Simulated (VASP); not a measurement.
# CsBr (Pm-3m) in VASP: single point with r2SCAN

Aim: the single point of CsBr with r2SCAN.

Everything below comes from runs of VASP 6.6.1. Logs are shortened: lines on timing, memory, paths and dates and some standing lists are left out, and cuts for length are marked.

## 1. The cell of the first run

Symmetry: Pm-3m, No. 221, cubic system. The conventional cell has a = 4.286 Å, b = 4.286 Å, c = 4.286 Å, α = 90.00°, β = 90.00°, γ = 90.00°. Within 4.9 Å of Cs (site symmetry m-3m) lie 8 Br at 3.71 Å and 6 Cs at 4.29 Å. Within 4.9 Å of Br (site symmetry m-3m) lie 8 Cs at 3.71 Å and 6 Br at 4.29 Å.

## 2. Single point, r2SCAN

The input, POSCAR:

```
CsBr
1.0
    4.2860000000      0.0000000000      0.0000000000
    0.0000000000      4.2860000000      0.0000000000
    0.0000000000      0.0000000000      4.2860000000
Cs Br
1 1
Direct
    0.0000000000      0.0000000000      0.0000000000
    0.5000000000      0.5000000000      0.5000000000
```

The input, INCAR.step1:

```
PREC = Accurate
ENCUT = 550
ISMEAR = 0
SIGMA = 0.05
LREAL = F
LASPH = T
NELM = 120
NBANDS = 15
GGA = PE
ALGO = Normal
EDIFF = 1E-5
LWAVE = T
LCHARG = F
GGA_COMPAT = F
```

The input, INCAR.step2:

```
PREC = Accurate
ENCUT = 550
EDIFF = 1E-6
ISMEAR = 0
SIGMA = 0.05
LREAL = F
LASPH = T
NELM = 120
ALGO = Normal
ISIF = 2
LWAVE = F
LCHARG = T
METAGGA = R2SCAN
LMIXTAU = T
LELF = T
LVHAR = T
NBANDS = 15
ISTART = 1
GGA_COMPAT = F
```

The input, KPOINTS:

```
regular mesh
0
Gamma
  6 6 6
```

Potentials or basis: VASP PAW PBE potentials, release 64 (Cs_sv, Br).

The run is started by

```sh
$ cat potpaw_PBE.64/Cs_sv/POTCAR potpaw_PBE.64/Br/POTCAR > POTCAR
$ cp INCAR.step1 INCAR
$ mpirun -np 1 vasp_std > vasp.out
$ cp INCAR.step2 INCAR
$ mpirun -np 1 vasp_std > vasp.out
```

OUTCAR:

```text
PREC = Accurate
   ENCUT = 550
   EDIFF = 1E-6
   ISMEAR = 0
   LREAL = F
   LASPH = T
   NELM = 120
   ISIF = 2
   METAGGA = R2SCAN
   ISTART = 1

 ion  position               nearest neighbor table
   1  0.000  0.000  0.000-
   2  0.500  0.500  0.500-

  LATTYP: Found a simple cubic cell.
 ALAT       =     4.2860000000

  Lattice vectors:

 A1 = (   4.2860000000,   0.0000000000,   0.0000000000)
 A2 = (   0.0000000000,   4.2860000000,   0.0000000000)
 A3 = (   0.0000000000,   0.0000000000,   4.2860000000)

Analysis of symmetry for initial positions (statically):
=====================================================================
 Subroutine PRICEL returns:
 Original cell was already a primitive cell.

 Routine SETGRP: Setting up the symmetry group for a
 simple cubic supercell.

 Subroutine GETGRP returns: Found 48 space group operations
 (whereof 48 operations were pure point group operations)
 out of a pool of 48 trial point group operations.

The static configuration has the point symmetry O_h .

Analysis of symmetry for dynamics (positions and initial velocities):
=====================================================================
 Subroutine PRICEL returns:
 Original cell was already a primitive cell.

 Routine SETGRP: Setting up the symmetry group for a
 simple cubic supercell.

 Subroutine GETGRP returns: Found 48 space group operations
 (whereof 48 operations were pure point group operations)
 out of a pool of 48 trial point group operations.

The dynamic configuration has the point symmetry O_h .

 Subroutine INISYM returns: Found 48 space group operations
 (whereof 48 operations are pure point group operations),
 and found     1 'primitive' translations

----------------------------------------------------------------------------------------

                                     Primitive cell

  volume of cell :      78.7329

  direct lattice vectors                    reciprocal lattice vectors
     4.286000000  0.000000000  0.000000000     0.233317779  0.000000000  0.000000000
     0.000000000  4.286000000  0.000000000     0.000000000  0.233317779  0.000000000
     0.000000000  0.000000000  4.286000000     0.000000000  0.000000000  0.233317779

  length of vectors
     4.286000000  4.286000000  4.286000000     0.233317779  0.233317779  0.233317779

  position of ions in fractional coordinates (direct lattice)
     0.000000000  0.000000000  0.000000000
     0.500000000  0.500000000  0.500000000

  ion indices of the primitive-cell ions
   primitive index   ion index
                 1           1
                 2           2

----------------------------------------------------------------------------------------

 KPOINTS: regular mesh

Automatic generation of k-mesh.
 Grid dimensions read from file:
 generate k-points for:    6    6    6

 Generating k-lattice:

  Cartesian coordinates                     Fractional coordinates (reciprocal lattice)
     0.038886296  0.000000000  0.000000000     0.166666667  0.000000000  0.000000000
     0.000000000  0.038886296  0.000000000     0.000000000  0.166666667  0.000000000
     0.000000000  0.000000000  0.038886296     0.000000000  0.000000000  0.166666667

  Length of vectors
     0.038886296  0.038886296  0.038886296

  Shift w.r.t. Gamma in fractional coordinates (k-lattice)
     0.000000000  0.000000000  0.000000000

 Subroutine IBZKPT returns following result:
 ===========================================

 Found     20 irreducible k-points:

 Following reciprocal coordinates:
            Coordinates               Weight
  0.000000  0.000000  0.000000      1.000000
  0.166667  0.000000  0.000000      6.000000
  0.333333  0.000000  0.000000      6.000000
  0.500000  0.000000  0.000000      3.000000
  0.166667  0.166667  0.000000     12.000000
  0.333333  0.166667  0.000000     24.000000
[... 12 lines left out ...]
  0.500000  0.500000  0.333333      6.000000
  0.500000  0.500000  0.500000      1.000000
   k-points           NKPTS =     20   k-points in BZ     NKDIM =     20   number of bands    NBANDS=     15
   number of dos      NEDOS =    301   number of ions     NIONS =      2
   total plane-waves  NPLWV =  46656
   dimension x,y,z NGX =    36 NGY =   36 NGZ =   36
   dimension x,y,z NGXF=    72 NGYF=   72 NGZF=   72
   ions per type =               1   1
   NGX,Y,Z   is equivalent  to a cutoff of  13.96, 13.96, 13.96 a.u.
   NGXF,Y,Z  is equivalent  to a cutoff of  27.93, 27.93, 27.93 a.u.
 SYSTEM =  unknown system
   PREC   = accura    normal or accurate (medium, high low for compatibility)
   ISTART =      1    job   : 0-new  1-cont  2-samecut
   ICHARG =      0    charge: 1-file 2-atom 10-const
   ISPIN  =      1    spin polarized calculation?
   LNONCOLLINEAR =      F non collinear calculations
   LSORBIT =      F    spin-orbit coupling
   LASPH  =      T    aspherical Exc in radial PAW
   ENCUT  =  550.0 eV  40.42 Ry    6.36 a.u.   8.20  8.20  8.20*2*pi/ulx,y,z
   NELM   =    120;   NELMIN=  2; NELMDL=  0     # of ELM steps
   EDIFF  = 0.1E-05   stopping-criterion for ELM
   LREAL  =      F    real-space projection
   EDIFFG = 0.1E-04   stopping-criterion for IOM
   NSW    =      0    number of steps for IOM
   IBRION =     -1    ionic relax: 0-MD 1-quasi-New 2-CG
   NFREE  =      0    steps in history (QN), initial steepest desc. (CG)
   ISIF   =      2    stress and relaxation
   ISYM   =      2    0-nonsym 1-usesym 2-fastsym
   POTIM  = 0.5000    time-step for ionic-motion
   TEBEG  =    0.0;   TEEND  =   0.0 temperature during run
   PSTRESS=    0.0 pullay stress
   NELECT =      16.0000    total number of electrons
   NUPDOWN=      -1.0000    fix difference up-down
   EMIN   =  10.00;   EMAX   =-10.00  energy-range for DOS
   EFERMI =   0.00;   METHOD = LEGACY
   ISMEAR =     0;   SIGMA  =   0.05  broadening in eV -4-tet -1-fermi 0-gaus
   EFERMI_NEDOS =   21; number of points for ismear=-14 and -15
   IALGO  =     38    algorithm
   IMIX   =      4    mixing-type and parameters
     AMIX     =   0.40;   BMIX     =  1.00
     AMIX_MAG =   1.60;   BMIX_MAG =  1.00
  volume/ion in A,a.u.               =      39.37       265.66
  Fermi-wavevector in a.u.,A,eV,Ry     =   0.962489  1.818841 12.604247  0.926386
  Thomas-Fermi vector in A             =   2.091953
   LORBIT       =      0    0 simple, 1 ext, 2 COOP (PROOUT), +10 PAW based schemes
   METAGGA = R2SCAN    functional components
   LHFCALC =     F    Hartree Fock is set to
   AEXX    =    0.0000 exact exchange contribution
   IVDW    =     0    specifies the selected vdW correction
   LEPSILON=     F    determine dielectric tensor
   LRPA    =     F    only Hartree local field effects (RPA)
 non-spin polarized calculation
 Gauss-broadening in eV      SIGMA  =   0.05
  energy-cutoff  :      550.00
  volume of cell :       78.73
 maximum number of plane-waves:      2325
 NGX is ok and might be reduce to    36
   NGX = 17   NGY = 17   NGZ = 17

 number of electron      15.9999998 magnetization

 Free energy of the ion-electron system (eV)
  ---------------------------------------------------
  ext. energy  EPLUGINS =         0.00000000
  ---------------------------------------------------
  free energy    TOTEN  =       -42.32195094 eV

  energy without entropy =      -42.32195094  energy(sigma->0) =      -42.32195094

 E-fermi :  -0.4494     XC(G=0):  -8.4617

 val. band max:       -0.6580763653   @ k =   0.0000   0.0000   0.0000
 cond. band min:       4.6291964839   @ k =   0.0000   0.0000   0.0000
 fundamental gap:      5.2872728492
 Fermi energy:        -0.4494438456

 k-point     1 :       0.0000    0.0000    0.0000
  band No.  band energies     occupation
      1     -20.9651      2.00000
      2     -13.4589      2.00000
      3      -7.1818      2.00000
      4      -7.1818      2.00000
      5      -7.1818      2.00000
      6      -0.6581      2.00000
      7      -0.6581      2.00000
      8      -0.6581      2.00000
      9       4.6292      0.00000
     10       4.7417      0.00000
     11       4.7417      0.00000
     12       9.1647      0.00000
     13       9.1647      0.00000
     14       9.1647      0.00000
     15      12.1008      0.00000

 k-point     2 :       0.1667    0.0000    0.0000
  band No.  band energies     occupation
      1     -20.9509      2.00000
      2     -13.4632      2.00000
      3      -7.2853      2.00000
      4      -7.1553      2.00000
      5      -7.1553      2.00000
      6      -1.0526      2.00000
      7      -0.7088      2.00000
      8      -0.7088      2.00000
      9       4.9245      0.00000
     10       5.2759      0.00000
     11       5.3685      0.00000
     12       9.0147      0.00000
     13       9.0147      0.00000
     14       9.3110      0.00000
     15      10.7270      0.00000

 k-point     3 :       0.3333    0.0000    0.0000
  band No.  band energies     occupation
      1     -20.9222      2.00000
      2     -13.4735      2.00000
      3      -7.4727      2.00000
      4      -7.1012      2.00000
      5      -7.1012      2.00000
      6      -1.6909      2.00000
      7      -0.8137      2.00000
      8      -0.8137      2.00000
      9       5.4074      0.00000
     10       6.5762      0.00000
     11       6.8560      0.00000
     12       8.8920      0.00000
     13       8.8920      0.00000
     14       9.0641      0.00000
     15       9.6705      0.00000
[... 271 lines left out ...]
 k-point    19 :       0.5000    0.5000    0.3333
  band No.  band energies     occupation
      1     -20.8253      2.00000
      2     -13.2932      2.00000
      3      -7.6387      2.00000
      4      -7.6387      2.00000
      5      -7.4531      2.00000
      6      -1.6920      2.00000
      7      -1.6920      2.00000
      8      -1.5918      2.00000
      9       7.5776      0.00000
     10       7.6772      0.00000
     11       7.8429      0.00000
     12       7.8429      0.00000
     13       9.9683      0.00000
     14       9.9683      0.00000
     15      11.2776      0.00000

 k-point    20 :       0.5000    0.5000    0.5000
  band No.  band energies     occupation
      1     -20.8138      2.00000
      2     -13.2723      2.00000
      3      -7.5893      2.00000
      4      -7.5893      2.00000
      5      -7.5893      2.00000
      6      -1.8395      2.00000
      7      -1.8395      2.00000
      8      -1.8395      2.00000
      9       8.3469      0.00000
     10       8.3469      0.00000
     11       8.3469      0.00000
     12       9.2436      0.00000
     13       9.2436      0.00000
     14       9.2436      0.00000
     15      11.3291      0.00000

------------------------ aborting loop because EDIFF is reached ----------------------------------------

  FORCE on cell =-STRESS in cart. coord.  units (eV):
  Direction    XX          YY          ZZ          XY          YZ          ZX
  --------------------------------------------------------------------------------------
  -------------------------------------------------------------------------------------
  Total        0.2399332      0.2399332      0.2399332      0.0000000      0.0000000     -0.0000000
  in kB        4.8825246      4.8825246      4.8825246      0.0000000      0.0000000     -0.0000000
  external PRESSURE =       4.8825246 kB  Pullay stress =       0.0000000 kB

 VOLUME and BASIS-vectors are now :
 -----------------------------------------------------------------------------
  energy-cutoff  :      550.00
  volume of cell :       78.73
      direct lattice vectors                 reciprocal lattice vectors
     4.286000000  0.000000000  0.000000000     0.233317779  0.000000000  0.000000000
     0.000000000  4.286000000  0.000000000     0.000000000  0.233317779  0.000000000
     0.000000000  0.000000000  4.286000000     0.000000000  0.000000000  0.233317779

 POSITION                                       TOTAL-FORCE (eV/Angst)
 -----------------------------------------------------------------------------------
      0.00000      0.00000      0.00000         0.000000      0.000000      0.000000
      2.14300      2.14300      2.14300         0.000000      0.000000      0.000000
 -----------------------------------------------------------------------------------
    total drift:                                0.000000      0.000000      0.000000

  FREE ENERGIE OF THE ION-ELECTRON SYSTEM (eV)
  ---------------------------------------------------
  free  energy   TOTEN  =       -42.3219509377 eV

  energy  without entropy=      -42.3219509377  energy(sigma->0) =      -42.32195094
```

Run time: 66 s. Hardware: 1 thread of Intel Xeon Platinum 8488C (Sapphire Rapids), shared host; peak memory 0.22 GiB.

What came out:

```yaml
Free_energy: -42.3220 eV
Pressure: 0.5 GPa
Band_gap_on_the_k_mesh: 5.29 eV
```

Levels at points of the mesh, in eV from the valence-band top:
```
           k point  band 5  band 6  band 7  band 8  band 9  band 10  band 11  band 12
(0.00, 0.00, 0.00)   -6.52    0.00    0.00    0.00    5.29     5.40     5.40     9.82
(0.50, 0.00, 0.00)   -6.42   -1.31   -0.21   -0.21    6.44     7.97     8.51     8.94
(0.50, 0.50, 0.00)   -6.35   -0.58   -0.58    0.00    5.85     6.13     7.87     7.87
(0.50, 0.50, 0.50)   -6.93   -1.18   -1.18   -1.18    9.00     9.00     9.00     9.90
```

Caveat: the PAW data sets were made with another functional, which shifts forces and pressure a little; spin-orbit coupling is left out, which moves the levels of the heavy elements. r2SCAN opens gaps a little over a GGA but as a rule still falls short of measured ones.
